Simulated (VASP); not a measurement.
# Ni (Fm-3m) in VASP: notebook, part 2 of 2

VASP 6.6.1.

## (3) Single point, PBE, collinear spin, ferromagnetic start (9.91 Å³/atom)

This run uses another cell than the first one, of 9.91 Å³/atom.

The input, INCAR:

```
SYSTEM = Ni
ALGO = Fast
EDIFF = 1E-6
ENCUT = 520
GGA = PE
ISIF = 2
ISMEAR = 0
ISPIN = 2
LASPH = .TRUE.
LCHARG = .FALSE.
LMAXMIX = 4
LORBIT = 11
LREAL = .FALSE.
LWAVE = .FALSE.
MAGMOM = 0.75
NBANDS = 15
NELM = 150
PREC = Accurate
SIGMA = 0.1
```

The input, KPOINTS:

```
k-points
0
G
  20 20 20
  0 0 0
```

The input, POSCAR:

```
Ni
1.0
    0.0000000000      1.7047931525      1.7047931525
    1.7047931525      0.0000000000      1.7047931525
    1.7047931525      1.7047931525      0.0000000000
Ni
1
Direct
    0.0000000000      0.0000000000      0.0000000000
```

Potentials or basis: VASP PAW PBE potentials, release 64 (Ni).

On the command line:

```bash
> cat potpaw_PBE.64/Ni/POTCAR > POTCAR
> mpirun -np 1 vasp_std > vasp.out
```

OUTCAR:

```text
SYSTEM = Ni
   EDIFF = 1E-6
   ENCUT = 520
   GGA = PE
   ISIF = 2
   ISMEAR = 0
   ISPIN = 2
   LASPH = .TRUE.
   LORBIT = 11
   LREAL = .FALSE.
   NELM = 150
   PREC = Accurate

 ion  position               nearest neighbor table
   1  0.000  0.000  0.000-

  LATTYP: Found a face centered cubic cell.
 ALAT       =     3.4095863050

  Lattice vectors:

 A1 = (   0.0000000000,   1.7047931525,   1.7047931525)
 A2 = (   1.7047931525,   0.0000000000,   1.7047931525)
 A3 = (   1.7047931525,   1.7047931525,   0.0000000000)

Analysis of symmetry for initial positions (statically):
=====================================================================
 Subroutine PRICEL returns:
 Original cell was already a primitive cell.

 Routine SETGRP: Setting up the symmetry group for a
 face centered cubic supercell.

 Subroutine GETGRP returns: Found 48 space group operations
[... 633 lines left out ...]
      6      10.0005      1.00000
      7      35.1351      0.00000
      8      39.8581      0.00000
      9      39.8581      0.00000
     10      39.8581      0.00000
     11      43.3017      0.00000
     12      43.3017      0.00000
     13      43.3017      0.00000
     14      45.7697      0.00000
[... 403 lines left out ...]
      4       8.8499      1.00000
      5      10.5312      0.99956
      6      10.8910      0.03925
      7      20.9503      0.00000
      8      33.4198      0.00000
      9      36.2207      0.00000
     10      38.5817      0.00000
     11      40.3124      0.00000
     12      42.2508      0.00000
     13      46.9508      0.00000
     14      54.0443      0.00000
     15      55.7840      0.00000

 [... further k-points ...]

------------------------ aborting loop because EDIFF is reached ----------------------------------------

  FORCE on cell =-STRESS in cart. coord.  units (eV):
  Direction    XX          YY          ZZ          XY          YZ          ZX
  --------------------------------------------------------------------------------------
  -------------------------------------------------------------------------------------
  Total        1.4371617      1.4371617      1.4371617      0.0000000      0.0000000     -0.0000000
  in kB      232.3652364    232.3652364    232.3652364      0.0000000      0.0000000     -0.0000000
  external PRESSURE =     232.3652364 kB  Pullay stress =       0.0000000 kB

 VOLUME and BASIS-vectors are now :
 -----------------------------------------------------------------------------
  energy-cutoff  :      520.00
  volume of cell :        9.91
      direct lattice vectors                 reciprocal lattice vectors
     0.000000000  1.704793152  1.704793152    -0.293290713  0.293290713  0.293290713
     1.704793152  0.000000000  1.704793152     0.293290713 -0.293290713  0.293290713
     1.704793152  1.704793152  0.000000000     0.293290713  0.293290713 -0.293290713

 POSITION                                       TOTAL-FORCE (eV/Angst)
 -----------------------------------------------------------------------------------
      0.00000      0.00000      0.00000        -0.000000      0.000000     -0.000000
 -----------------------------------------------------------------------------------
    total drift:                                0.000000     -0.000000     -0.000000

  FREE ENERGIE OF THE ION-ELECTRON SYSTEM (eV)
  ---------------------------------------------------
  free  energy   TOTEN  =        -5.4103682294 eV

  energy  without entropy=       -5.4025675434  energy(sigma->0) =       -5.40646789

 total charge

# of ion       s       p       d       tot
------------------------------------------
    1        0.541   0.588   8.365   9.493

 magnetization (x)

# of ion       s       p       d       tot
------------------------------------------
    1       -0.006  -0.026   0.650   0.618
```

OSZICAR:

```text
N       E                     dE             d eps       ncg     rms          rms(c)
DAV:   1     0.329886489715E+02    0.32989E+02   -0.41775E+03 16486   0.879E+02
DAV:   2    -0.505307637261E+01   -0.38042E+02   -0.35282E+02 17299   0.165E+02
DAV:   3    -0.642154894743E+01   -0.13685E+01   -0.13562E+01 18916   0.306E+01
DAV:   4    -0.642860112023E+01   -0.70522E-02   -0.70508E-02 19123   0.210E+00
DAV:   5    -0.642866231270E+01   -0.61192E-04   -0.61191E-04 19341   0.176E-01    0.109E+01
RMM:   6    -0.565271696396E+01    0.77595E+00   -0.13543E+00 20945   0.123E+01    0.559E+00
RMM:   7    -0.543699862986E+01    0.21572E+00   -0.13156E-01 20700   0.369E+00    0.244E+00
RMM:   8    -0.541261079806E+01    0.24388E-01   -0.46047E-03 23045   0.420E-01    0.103E+00
RMM:   9    -0.541082081695E+01    0.17900E-02   -0.77167E-04 23259   0.184E-01    0.246E-01
RMM:  10    -0.541037031123E+01    0.45051E-03   -0.18057E-04 21941   0.137E-01    0.339E-02
RMM:  11    -0.541036615591E+01    0.41553E-05   -0.45713E-05 22774   0.531E-02    0.329E-02
RMM:  12    -0.541036808538E+01   -0.19295E-05   -0.10236E-05 22695   0.194E-02    0.863E-03
RMM:  13    -0.541036822940E+01   -0.14402E-06   -0.10473E-06 16432   0.695E-03
   1 F= -.54103682E+01 E0= -.54064679E+01  d E =-.780069E-02  mag=     0.6147
```

Run time: 94 s. Hardware: 1 thread of Intel Xeon 8259CL, shared host; peak memory 0.17 GiB.

What came out:

* Free energy: -5.4104 eV
* Pressure: 23.2 GPa
* Net moment: 0.61 μB per cell
* Site moments: Ni +0.62 μB
* Valence electrons inside the program's atomic spheres: Ni 9.49

Caveat: the cell stands under pressure.
